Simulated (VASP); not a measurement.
Wanted: the native input for a VASP 6.6.1 run.

```
Task                   : single point
Functional             : PBE
Potentials or basis    : VASP PAW PBE potentials, release 64 (Cd, Se)
Cutoff                 : 520 eV
k mesh                 : 10 × 10 × 10
Occupations            : gaussian, width 0.02 eV
Spin                   : no spin polarisation
Dipole correction      : no
Further INCAR settings : ALGO = Normal; EDIFF = 1e-07; NBANDS = 16
```

The structure of CdSe lies in POSCAR:

```
CdSe
1.0
    0.0000000000      2.9691610747      2.9691610747
    2.9691610747      0.0000000000      2.9691610747
    2.9691610747      2.9691610747      0.0000000000
Cd Se
1 1
Direct
    0.0000000000      0.0000000000      0.0000000000
    0.2500000000      0.2500000000      0.2500000000
```

This cell differs from its parent crystal: volume scaled by 0.88.

One way to write it, as run:

INCAR

```
SYSTEM = CdSe
  ALGO = Normal
  EDIFF = 1E-7
  ENCUT = 520
  GGA = PE
  ISIF = 2
  ISMEAR = 0
  LASPH = .True.
  LCHARG = .False.
  LREAL = .False.
  LWAVE = .False.
  NBANDS = 16
  NELM = 60
  PREC = Accurate
  SIGMA = 0.02
```

KPOINTS

```
k-points
0
Gamma
  10 10 10
  0 0 0
```

Potentials or basis: VASP PAW PBE potentials, release 64 (Cd, Se).

The run is started by

```sh
$ cat potpaw_PBE.64/Cd/POTCAR potpaw_PBE.64/Se/POTCAR > POTCAR
$ mpirun -np 1 vasp_std > vasp.out
```

It gave:

* Pressure: 8.1 GPa
* Band gap on the k mesh: 0.76 eV, direct

Wall time 69 s on 1 thread of AMD EPYC 7R13 (shared host), peak memory 0.17 GiB.
